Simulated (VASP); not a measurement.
# H in VASP: a series of runs

Runs on H. Level: PBE. Tasks: single point.

Everything below comes from runs of VASP 6.6.1. Logs are shortened: lines on timing, memory, paths and dates and some standing lists are left out, and cuts for length are marked.

**1. The cell of the first run**

The cell holds an amorphous packing of atoms, 10 atoms: a = 5.104 Å, b = 5.949 Å, c = 5.522 Å, α = 98.51°, β = 87.55°, γ = 97.48°.

**2. Single point, PBE**

File INCAR:

```
  PREC = Accurate
  ENCUT = 520
  EDIFF = 1E-6
  ISMEAR = 0
  SIGMA = 0.1
  LREAL = False
  LASPH = True
  NELM = 60
  ALGO = Normal
  ISIF = 2
  LWAVE = False
  LCHARG = False
  GGA = PE
  NBANDS = 16
  ISYM = 0
```

File KPOINTS:

```
Automatic mesh
0
Gamma
  2 2 2
  0.5 0.5 0.5
```

File POSCAR:

```
H
1.0
    5.0901965700     -0.3532567433      0.1046023115
   -0.3560409252      5.9213264249     -0.4527519544
    0.0964088127     -0.3938963042      5.5074813390
H
10
Direct
    0.7637199637      0.7239134623      0.3749884485
    0.3805583100      1.1245572064      0.4846450555
    0.3946912151      0.7809166390      0.9021050221
   -0.0045849457      0.4126970257      0.7695490523
    0.5025022643      0.8302398163     -0.0098883638
    0.0334371358      0.1382125542      0.1159262318
    0.4738573959      1.1406669176      0.5892471565
    0.8833125978      0.6835458723      0.3070079442
    0.9642203599      0.2134827863      0.2120783472
    0.9132757829      0.4950119074      0.7282800679
```

Potentials or basis: VASP PAW PBE potentials, release 64 (H).

Started as:

```
$ cat potpaw_PBE.64/H/POTCAR > POTCAR
$ mpirun -np 1 vasp_std > vasp.out
```

OUTCAR:

```text
PREC = Accurate
   ENCUT = 520
   EDIFF = 1E-6
   ISMEAR = 0
   LREAL = False
   LASPH = True
   NELM = 60
   ISIF = 2
   GGA = PE
   ISYM = 0

 ion  position               nearest neighbor table
   1  0.764  0.724  0.375-   8 0.75
   2  0.381  0.125  0.485-   7 0.75
   3  0.395  0.781  0.902-   5 0.75
   4  0.995  0.413  0.770-  10 0.75
   5  0.503  0.830  0.990-   3 0.75
   6  0.033  0.138  0.116-   9 0.75
   7  0.474  0.141  0.589-   2 0.75
   8  0.883  0.684  0.307-   1 0.75
   9  0.964  0.213  0.212-   6 0.75
  10  0.913  0.495  0.728-   4 0.75

IMPORTANT INFORMATION: All symmetrisations will be switched off!
NOSYMM: (Re-)initialisation of all symmetry stuff for point group C_1.

----------------------------------------------------------------------------------------

                                     Primitive cell

  volume of cell :     164.3693

  direct lattice vectors                    reciprocal lattice vectors
     5.090196570 -0.353256743  0.104602312     0.197319395  0.011664216 -0.002619861
    -0.356040925  5.921326425 -0.452751954     0.011585814  0.170494565  0.011990999
     0.096408813 -0.393896304  5.507481339    -0.002795210  0.013794263  0.182606700

  length of vectors
     5.103511839  5.949273578  5.522390756     0.197681211  0.171307944  0.183148305

  position of ions in fractional coordinates (direct lattice)
     0.763719964  0.723913462  0.374988448
     0.380558310  0.124557206  0.484645056
     0.394691215  0.780916639  0.902105022
     0.995415054  0.412697026  0.769549052
     0.502502264  0.830239816  0.990111636
     0.033437136  0.138212554  0.115926232
     0.473857396  0.140666918  0.589247157
     0.883312598  0.683545872  0.307007944
     0.964220360  0.213482786  0.212078347
     0.913275783  0.495011907  0.728280068

  ion indices of the primitive-cell ions
   primitive index   ion index
                 1           1
                 2           2
                 3           3
                 4           4
                 5           5
                 6           6
                 7           7
                 8           8
                 9           9
                10          10

----------------------------------------------------------------------------------------

 KPOINTS: Automatic mesh

Automatic generation of k-mesh.
 Grid dimensions read from file:
 generate k-points for:    2    2    2

 Generating k-lattice:

  Cartesian coordinates                     Fractional coordinates (reciprocal lattice)
     0.098659697  0.005832108 -0.001309931     0.500000000  0.000000000  0.000000000
     0.005792907  0.085247282  0.005995500     0.000000000  0.500000000  0.000000000
    -0.001397605  0.006897131  0.091303350     0.000000000  0.000000000  0.500000000

  Length of vectors
     0.098840605  0.085653972  0.091574153

  Shift w.r.t. Gamma in fractional coordinates (k-lattice)
     0.500000000  0.500000000  0.500000000

 Subroutine IBZKPT returns following result:
 ===========================================

 Found      4 irreducible k-points:

 Following reciprocal coordinates:
            Coordinates               Weight
  0.250000  0.250000  0.250000      2.000000
 -0.250000  0.250000  0.250000      2.000000
  0.250000 -0.250000  0.250000      2.000000
 -0.250000 -0.250000  0.250000      2.000000
   k-points           NKPTS =      4   k-points in BZ     NKDIM =      4   number of bands    NBANDS=     16
   number of dos      NEDOS =    301   number of ions     NIONS =     10
   total plane-waves  NPLWV =  80640
   dimension x,y,z NGX =    40 NGY =   48 NGZ =   42
   dimension x,y,z NGXF=    80 NGYF=   96 NGZF=   84
   ions per type =              10
   NGX,Y,Z   is equivalent  to a cutoff of  13.03, 13.41, 12.64 a.u.
   NGXF,Y,Z  is equivalent  to a cutoff of  26.06, 26.83, 25.29 a.u.
 SYSTEM =  unknown system
   PREC   = accura    normal or accurate (medium, high low for compatibility)
   ISTART =      0    job   : 0-new  1-cont  2-samecut
   ICHARG =      2    charge: 1-file 2-atom 10-const
   ISPIN  =      1    spin polarized calculation?
   LNONCOLLINEAR =      F non collinear calculations
   LSORBIT =      F    spin-orbit coupling
   LASPH  =      T    aspherical Exc in radial PAW
   ENCUT  =  520.0 eV  38.22 Ry    6.18 a.u.   9.49 11.06 10.27*2*pi/ulx,y,z
   NELM   =     60;   NELMIN=  2; NELMDL= -5     # of ELM steps
   EDIFF  = 0.1E-05   stopping-criterion for ELM
   LREAL  =      F    real-space projection
   EDIFFG = 0.1E-04   stopping-criterion for IOM
   NSW    =      0    number of steps for IOM
   IBRION =     -1    ionic relax: 0-MD 1-quasi-New 2-CG
   NFREE  =      0    steps in history (QN), initial steepest desc. (CG)
   ISIF   =      2    stress and relaxation
   ISYM   =      0    0-nonsym 1-usesym 2-fastsym
   POTIM  = 0.5000    time-step for ionic-motion
   TEBEG  =    0.0;   TEEND  =   0.0 temperature during run
   PSTRESS=    0.0 pullay stress
   NELECT =      10.0000    total number of electrons
   NUPDOWN=      -1.0000    fix difference up-down
   EMIN   =  10.00;   EMAX   =-10.00  energy-range for DOS
   EFERMI =   0.00;   METHOD = LEGACY
   ISMEAR =     0;   SIGMA  =   0.10  broadening in eV -4-tet -1-fermi 0-gaus
   EFERMI_NEDOS =   21; number of points for ismear=-14 and -15
   IALGO  =     38    algorithm
   IMIX   =      4    mixing-type and parameters
     AMIX     =   0.40;   BMIX     =  1.00
     AMIX_MAG =   1.60;   BMIX_MAG =  1.00
  volume/ion in A,a.u.               =      16.44       110.92
  Fermi-wavevector in a.u.,A,eV,Ry     =   0.643875  1.216746  5.640627  0.414574
  Thomas-Fermi vector in A             =   1.711018
   LORBIT       =      0    0 simple, 1 ext, 2 COOP (PROOUT), +10 PAW based schemes
   GGA     = PE    functional components
   LHFCALC =     F    Hartree Fock is set to
   AEXX    =    0.0000 exact exchange contribution
   IVDW    =     0    specifies the selected vdW correction
   LEPSILON=     F    determine dielectric tensor
   LRPA    =     F    only Hartree local field effects (RPA)
 non-spin polarized calculation
 Gauss-broadening in eV      SIGMA  =   0.10
  energy-cutoff  :      520.00
  volume of cell :      164.37
 maximum number of plane-waves:      4431
 NGX is ok and might be reduce to    40
   NGX = 19   NGY = 23   NGZ = 21

 number of electron      10.0000000 magnetization

 Free energy of the ion-electron system (eV)
  ---------------------------------------------------
  ext. energy  EPLUGINS =         0.00000000
  ---------------------------------------------------
  free energy    TOTEN  =       -33.93243694 eV

  energy without entropy =      -33.93243694  energy(sigma->0) =      -33.93243694

 E-fermi :  -8.4166     XC(G=0):  -4.5040

 val. band max:       -8.8996501355   @ k =   0.2500   0.2500   0.2500
 cond. band min:       0.5954068704   @ k =  -0.2500   0.2500   0.2500
 fundamental gap:      9.4950570059
 Fermi energy:        -8.4165913703

 k-point     1 :       0.2500    0.2500    0.2500
  band No.  band energies     occupation
      1      -9.9546      2.00000
      2      -9.5103      2.00000
      3      -9.3572      2.00000
      4      -9.2061      2.00000
      5      -8.8997      2.00000
      6       0.7779      0.00000
[... 8 lines left out ...]
     15       5.4175      0.00000
     16       5.8965      0.00000

 k-point     2 :      -0.2500    0.2500    0.2500
  band No.  band energies     occupation
      1      -9.9959      2.00000
      2      -9.4868      2.00000
      3      -9.3381      2.00000
      4      -9.0940      2.00000
      5      -9.0095      2.00000
      6       0.5954      0.00000
[... 8 lines left out ...]
     15       5.9017      0.00000
     16       6.3113      0.00000

 k-point     3 :       0.2500   -0.2500    0.2500
  band No.  band energies     occupation
      1     -10.0055      2.00000
      2      -9.4808      2.00000
      3      -9.3856      2.00000
      4      -9.1173      2.00000
      5      -8.9206      2.00000
      6       0.7014      0.00000
[... 8 lines left out ...]
     15       6.1528      0.00000
     16       6.4830      0.00000

 k-point     4 :      -0.2500   -0.2500    0.2500
  band No.  band energies     occupation
      1     -10.0035      2.00000
      2      -9.4635      2.00000
      3      -9.3159      2.00000
      4      -9.1276      2.00000
      5      -9.0162      2.00000
      6       0.8529      0.00000
[... 8 lines left out ...]
     15       5.6170      0.00000
     16       6.3403      0.00000

------------------------ aborting loop because EDIFF is reached ----------------------------------------

  FORCE on cell =-STRESS in cart. coord.  units (eV):
  Direction    XX          YY          ZZ          XY          YZ          ZX
  --------------------------------------------------------------------------------------
  -------------------------------------------------------------------------------------
  Total       -0.1141739     -0.0332076     -0.0422200     -0.0170124     -0.0916598      0.0457265
  in kB       -1.1129016     -0.3236889     -0.4115364     -0.1658270     -0.8934465      0.4457152
  external PRESSURE =      -0.6160423 kB  Pullay stress =       0.0000000 kB

 VOLUME and BASIS-vectors are now :
 -----------------------------------------------------------------------------
  energy-cutoff  :      520.00
  volume of cell :      164.37
      direct lattice vectors                 reciprocal lattice vectors
     5.090196570 -0.353256743  0.104602312     0.197319395  0.011664216 -0.002619861
    -0.356040925  5.921326425 -0.452751954     0.011585814  0.170494565  0.011990999
     0.096408813 -0.393896304  5.507481339    -0.002795210  0.013794263  0.182606700

 POSITION                                       TOTAL-FORCE (eV/Angst)
 -----------------------------------------------------------------------------------
      3.66589      3.86903      1.81738         0.008244     -0.002693     -0.002875
      1.93949      0.41221      2.65259         0.024691      0.003029      0.033842
      1.81799      4.12930      4.65605         0.008478      0.004744      0.007903
      4.99411      1.78895      4.15555         0.006831     -0.005868      0.008747
      2.35769      4.34861      5.12969        -0.008956     -0.004106     -0.009588
      0.13217      0.76093      0.57938         0.010938     -0.009045     -0.008512
      2.41875      0.43344      3.23115        -0.022800     -0.003430     -0.033058
      4.28246      3.61453      1.47376        -0.010748      0.001708      0.003908
      4.85251      0.83995      1.17222        -0.009685      0.008645      0.006738
      4.54272      2.32164      3.88240        -0.006994      0.007015     -0.007104
 -----------------------------------------------------------------------------------
    total drift:                                0.000088     -0.000077     -0.000113

  FREE ENERGIE OF THE ION-ELECTRON SYSTEM (eV)
  ---------------------------------------------------
  free  energy   TOTEN  =       -33.9324369423 eV

  energy  without entropy=      -33.9324369423  energy(sigma->0) =      -33.93243694
```

It took 9.5 s on 1 thread of Intel Xeon 6975P-C (Granite Rapids), shared host; peak memory 0.24 GiB.

Results:

| Property | Result |
| --- | --- |
| Free energy | -33.9324 eV |
| Pressure | -0.1 GPa |
| Largest force | 0.042 eV/Å |
| Band gap on the k mesh | 9.50 eV, indirect (least direct gap 9.60 eV) |

Forces in eV/Å, atoms in the order of the input:
```
H    0.008 -0.003 -0.003
H    0.025  0.003  0.034
H    0.008  0.005  0.008
H    0.007 -0.006  0.009
H   -0.009 -0.004 -0.010
H    0.011 -0.009 -0.009
H   -0.023 -0.003 -0.033
H   -0.011  0.002  0.004
H   -0.010  0.009  0.007
H   -0.007  0.007 -0.007
```

Stress tensor (GPa, compression positive):
```
-0.11 -0.02  0.04
-0.02 -0.03 -0.09
 0.04 -0.09 -0.04
```

Caveat: the k points lie up to 0.62 Å⁻¹ apart.

**3. Single point, PBE**

This run uses another cell than the first one, of 17.56 Å³/atom, 1.068 times its volume.

File INCAR:

```
ALGO = Normal
EDIFF = 1E-7
ENCUT = 520
GGA = PE
ISIF = 2
ISMEAR = 0
ISYM = 0
LASPH = T
LCHARG = F
LREAL = F
LWAVE = F
NBANDS = 16
NELM = 80
PREC = Accurate
SIGMA = 0.1
```

KPOINTS is that of step 2.

File POSCAR:

```
H
1.0
    5.5129496338     -0.8048925750     -0.2103418203
   -0.7979573875      5.7096609155      0.2232630337
   -0.2010062235      0.2231418660      5.7075972900
H
10
Direct
    0.9644231829      0.7300990813      0.6045735476
    0.5998321211      0.9757763518      0.7278872171
    0.3359331093      0.3588426480      0.5178581989
    0.1634156260      0.9922706911      0.1816633423
    0.1834113710      1.0331311180      1.0546969430
    0.8186204039      0.4837975452      0.0879406374
    0.7129440103      0.3815304701      0.1326153814
    0.4304432812      0.3863320239      0.6200446109
    0.6465536395      0.9152717524      0.8362346258
    0.0782032947      0.6840865908      0.6220840587
```

Potentials or basis: VASP PAW PBE potentials, release 64 (H).

Started as:

```
$ cat potpaw_PBE.64/H/POTCAR > POTCAR
$ mpirun -np 1 vasp_std > vasp.out
```

OUTCAR:

```text
EDIFF = 1E-7
   ENCUT = 520
   GGA = PE
   ISIF = 2
   ISMEAR = 0
   ISYM = 0
   LASPH = T
   LREAL = F
   NELM = 80
   PREC = Accurate

 ion  position               nearest neighbor table
   1  0.964  0.730  0.605-  10 0.75
   2  0.600  0.976  0.728-   9 0.75
   3  0.336  0.359  0.518-   8 0.75
   4  0.163  0.992  0.182-   5 0.75
   5  0.183  0.033  0.055-   4 0.75
   6  0.819  0.484  0.088-   7 0.75
   7  0.713  0.382  0.133-   6 0.75
   8  0.430  0.386  0.620-   3 0.75
[... 234 lines left out ...]
  in kB       -1.1639450     -1.0846264     -1.4295734     -0.1749467      0.3330522     -0.2017724
  external PRESSURE =      -1.2260482 kB  Pullay stress =       0.0000000 kB

 VOLUME and BASIS-vectors are now :
 -----------------------------------------------------------------------------
  energy-cutoff  :      520.00
  volume of cell :      175.55
      direct lattice vectors                 reciprocal lattice vectors
     5.512949634 -0.804892575 -0.210341820     0.185352303  0.025688055  0.005523320
    -0.797957388  5.709660915  0.223263034     0.025901809  0.178999649 -0.006085904
    -0.201006223  0.223141866  5.707597290     0.005817584 -0.006055216  0.175646685

 POSITION                                       TOTAL-FORCE (eV/Angst)
 -----------------------------------------------------------------------------------
      4.61271      3.52727      3.41081         0.007962     -0.004269      0.000539
      2.38191      5.25097      4.24617         0.005586     -0.010399      0.015527
      1.46155      1.89404      2.96518         0.012398      0.000603      0.016680
      0.07260      5.57453      1.22403         0.002914      0.006079     -0.026046
      0.97371      0.05375      0.28101        -0.003199     -0.005350      0.025361
      4.10929      2.12304      0.43775        -0.010737     -0.013013      0.004791
      3.59932      1.63416      0.69213         0.009954      0.014390     -0.005741
      1.94010      1.99772      3.53468        -0.012203     -0.001253     -0.015855
      2.66598      4.89208      4.84124        -0.005642      0.009103     -0.014095
     -0.23978      3.98177      3.68689        -0.007034      0.004108     -0.001162
 -----------------------------------------------------------------------------------
    total drift:                               -0.000023     -0.000057      0.000024

  FREE ENERGIE OF THE ION-ELECTRON SYSTEM (eV)
  ---------------------------------------------------
  free  energy   TOTEN  =       -33.9395873442 eV

  energy  without entropy=      -33.9395873442  energy(sigma->0) =      -33.93958734
```

stdout:

```text
POSCAR found type information on POSCAR H
 POSCAR found :  1 types and      10 ions
 scaLAPACK will be used
 LDA part: xc-table for (Slater+PW92), standard interpolation
 POSCAR, INCAR and KPOINTS ok, starting setup
 FFT: planning ... GRIDC
 FFT: planning ... GRID_SOFT
 FFT: planning ... GRID
 WAVECAR not read
 entering main loop
```

Run time: 14 s. Hardware: 1 thread of Intel Xeon 6975P-C (Granite Rapids), shared host; peak memory 0.26 GiB.

What came out:

```
Free energy            : -33.9396 eV
Pressure               : -0.1 GPa
Largest force          : 0.027 eV/Å
Band gap on the k mesh : 9.46 eV, indirect (least direct gap 9.48 eV)
```

Forces in eV/Å, atoms in the order of the input:
```
H    0.008 -0.004  0.001
H    0.006 -0.010  0.016
H    0.012  0.001  0.017
H    0.003  0.006 -0.026
H   -0.003 -0.005  0.025
H   -0.011 -0.013  0.005
H    0.010  0.014 -0.006
H   -0.012 -0.001 -0.016
H   -0.006  0.009 -0.014
H   -0.007  0.004 -0.001
```

Levels at points of the mesh, in eV from the valence-band top:
```tsv
k point	band 1	band 2	band 3	band 4	band 5	band 6	band 7	band 8	band 9	band 10
(0.25, 0.25, 0.25)	-0.83	-0.46	-0.38	-0.10	-0.02	9.46	10.38	10.58	11.06	11.45
```

Caveat: the k points lie up to 0.59 Å⁻¹ apart.

**4. Single point, PBE**

This run uses another cell than the first one, of 18.24 Å³/atom, 1.110 times its volume.

File INCAR:

```
SYSTEM = H
  PREC = Accurate
  ENCUT = 520
  EDIFF = 1E-6
  ISMEAR = 0
  SIGMA = 0.1
  LREAL = .FALSE.
  LASPH = .TRUE.
  NELM = 60
  ALGO = Normal
  ISIF = 2
  LWAVE = .FALSE.
  LCHARG = .FALSE.
  GGA = PE
  ISYM = 0
  NBANDS = 16
```

KPOINTS is that of step 3.

File POSCAR:

```
H
1.0
    5.9645971732     -0.2289548816     -0.0316037510
   -0.2441687162      5.4385131463      0.1953682192
   -0.0220667484      0.1825520626      5.6383166463
H
10
Direct
    0.5663214820      0.6207512766      0.8004930484
    0.9479832841      0.3667609395      0.6825712874
    0.6497906772      0.8405768754      0.3727754928
    0.2525824742      0.2938598484      0.3080376637
    1.0244762486      0.7703170051      0.9858142003
    0.0639691914      0.8571543086      0.8828769850
    0.3241358630      0.2235999891      0.2327237804
    0.4487352811      0.5889624273      0.8453206914
    0.7225199683      0.9192082064      0.2844508506
    0.8787465129      0.2782871724      0.6094831948
```

Started as:

```
$ cat potpaw_PBE.64/H/POTCAR > POTCAR
$ mpirun -np 1 vasp_std > vasp.out
```

It took 11 s on 1 thread of Intel Xeon 6975P-C (Granite Rapids), shared host; peak memory 0.25 GiB.

Results (log left out):

* Free energy: -33.9311 eV
* Pressure: -0.1 GPa
* Largest force: 0.037 eV/Å
* Band gap on the k mesh: 9.30 eV, indirect (least direct gap 9.40 eV)

Forces on the atoms (eV/Å):
```
H   -0.031 -0.014  0.010
H   -0.005 -0.007 -0.009
H    0.019  0.022 -0.023
H   -0.004  0.004  0.005
H    0.004  0.005 -0.007
H   -0.003 -0.006  0.007
H    0.004 -0.003 -0.005
H    0.030  0.013 -0.010
H   -0.019 -0.022  0.023
H    0.006  0.007  0.009
```

Levels at points of the mesh, in eV from the valence-band top:
```tsv
k point	band 1	band 2	band 3	band 4	band 5	band 6	band 7	band 8	band 9	band 10
(0.25, 0.25, 0.25)	-1.00	-0.55	-0.46	-0.18	-0.10	9.30	10.12	10.63	10.77	11.08
```

Caveat: the k points lie up to 0.58 Å⁻¹ apart.

(Part 1 of 2 ends here.)
